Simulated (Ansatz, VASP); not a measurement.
LiF: VASP beside Ansatz

```
Li F
1.0
     0.00000    2.03430    2.03430
     2.03430    0.00000    2.03430
     2.03430    2.03430    0.00000
Li F
1 1
Cartesian
  2.0343 2.0343 2.0343
  0.0000 0.0000 0.0000
```

Change from the starting cell: the structure that the rattled cell fell into.

Alike in both runs: task relaxation of cell and atoms; functional PBE; k mesh 10 × 10 × 10; occupations gaussian, width 0.02 eV; no spin polarisation.

```csv
,VASP,Ansatz
version,VASP 6.6.1,Ansatz 0.2.0
potentials or method,"VASP PAW PBE potentials, release 64 (Li_sv, F_h), cutoff 910 eV","scalar-relativistic, plane waves, PAW"
valence electrons in the cell,10,10
```

```csv
,VASP,Ansatz,Ansatz less VASP
"gap on the k mesh at the Fermi level, each at its own relaxed structure (eV)",8.93,8.83,-0.108
relaxed volume (Å³/atom),8.30,8.42,+0.118
relaxed length of the cell vector where the two differ most in proportion (Å),2.863,2.877,+0.0135
```

Noted on VASP's run: the cutoff is under 1.25 times that of the potentials, so the pressure is a little rough.
